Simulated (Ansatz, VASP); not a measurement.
## Ir: VASP beside Ansatz

```
CELL_PARAMETERS angstrom
2.61950 0.00000 0.00000
-1.30975 2.26855 0.00000
0.00000 0.00000 2.44760
ATOMIC_POSITIONS crystal
Ir 0.00000 0.00000 0.00000
```

Alike in both runs: task relaxation of cell and atoms; functional PBE; k mesh 9 × 9 × 8; occupations gaussian, width 0.1 eV; no spin polarisation.

|  | VASP | Ansatz |
| --- | --- | --- |
| version | VASP 6.6.1 | Ansatz 0.2.0 |
| potentials or method | VASP PAW PBE potentials, release 64 (Ir), cutoff 600 eV | scalar-relativistic, plane waves, PAW |
| valence electrons in the cell | 9 | 17 |

```tsv
	VASP	Ansatz	Ansatz less VASP
gap on the k mesh at the Fermi level, each at its own relaxed structure (eV)	none	none	-
relaxed volume (Å³/atom)	15.85	15.85	0.000
relaxed cell length with the largest relative difference (Å)	2.599	2.600	+0.0006
```

A gap of «none» marks a metal or a gap that the smearing closes. VASP's potentials hold 9 valence electrons a cell and Ansatz's 17, so a difference there can come from the potentials and not from the codes.

Neither program's run includes spin-orbit coupling.
